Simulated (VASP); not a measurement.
ZrPd2Se5:

```
Zr Pd Se
1.0
     2.33500   -6.13500    0.00000
     2.33500    6.13500    0.00000
     0.00000    0.00000   12.50000
Zr Pd Se
2 4 10
Direct
  0.19000 0.81000 0.25000
  0.81000 0.19000 0.75000
  0.86500 0.13500 0.43500
  0.86500 0.13500 0.06500
  0.13500 0.86500 0.56500
  0.13500 0.86500 0.93500
  0.04800 0.95200 0.38500
  0.31200 0.68800 0.43000
  0.04800 0.95200 0.11500
  0.31200 0.68800 0.07000
  0.95200 0.04800 0.61500
  0.68800 0.31200 0.57000
  0.95200 0.04800 0.88500
  0.68800 0.31200 0.93000
  0.23500 0.76500 0.75000
  0.76500 0.23500 0.25000
```

- Program: VASP 6.6.1
- Task: relaxation of cell and atoms
- Functional: PBE
- Potentials or basis: VASP PAW PBE potentials, release 64 (Zr_sv, Pd, Se)
- Cutoff: 600 eV
- k mesh: 3 × 3 × 1
- Occupations: gaussian, width 0.15 eV
- Spin: no spin polarisation

At the start: pressure 14.8 GPa; volume 22.38 Å³/atom.

Task: How do energy, volume and symmetry change on relaxing?

Result: Over 22 steps the energy falls by 245.5 meV/atom and the volume is 24.94 Å³/atom (+11.4 %); space group Cmcm (No. 63, to 0.1 Å) before and after.

Step by step:
```
step  energy change (eV)  largest force (eV/Å)  pressure (GPa)  volume (Å³)
   1              0.0000                1.7250           14.78       358.13
   2             -1.3928                0.7738           -7.68       475.79
   3             -2.8177                1.0474           -1.33       419.64
   4             -2.8182                1.0570           -1.12       418.35
   5             -3.2826                0.8207           -0.45       414.23
   6             -3.4439                0.7453            0.69       410.06
   7             -3.6425                0.5022           -0.47       414.24
   8             -3.6437                0.4957           -0.56       414.58
   9             -3.7595                0.3130           -0.13       409.41
  10             -3.7839                0.2016            0.25       405.70
  11             -3.8486                0.2545            0.03       405.64
  12             -3.8588                0.4526           -0.08       405.58
  13             -3.8914                0.1411           -0.22       404.52
  14             -3.8949                0.1704           -0.26       404.01
  15             -3.9040                0.1084            0.40       399.98
  16             -3.9041                0.1080            0.33       400.33
  17             -3.9118                0.0955           -0.01       401.31
  18             -3.9120                0.0924           -0.08       401.53
  19             -3.9174                0.1041           -0.06       401.15
  20             -3.9201                0.1284           -0.03       400.67
  21             -3.9248                0.1055           -0.03       400.22
  22             -3.9286                0.0763           -0.03       399.11
```

Final structure:
```
Zr Pd Se
1.0
     2.61057   -6.24731    0.00000
     2.61057    6.24731    0.00000
     0.00000    0.00000   12.23587
Zr Pd Se
2 4 10
Direct
  0.20365 0.79635 0.25000
  0.79635 0.20365 0.75000
  0.84819 0.15181 0.44517
  0.84819 0.15181 0.05483
  0.15181 0.84819 0.55483
  0.15181 0.84819 0.94517
  0.04079 0.95921 0.37980
  0.32354 0.67646 0.44405
  0.04079 0.95921 0.12020
  0.32354 0.67646 0.05595
  0.95921 0.04079 0.62020
  0.67646 0.32354 0.55595
  0.95921 0.04079 0.87980
  0.67646 0.32354 0.94405
  0.24176 0.75824 0.75000
  0.75824 0.24176 0.25000
```

Caveat: the k points lie up to 0.51 Å⁻¹ apart in the final cell, too coarse for converged energies and pressures of a metal; the relaxation stopped at a loose force limit of 0.08 eV/Å, so its end isn't a converged minimum.
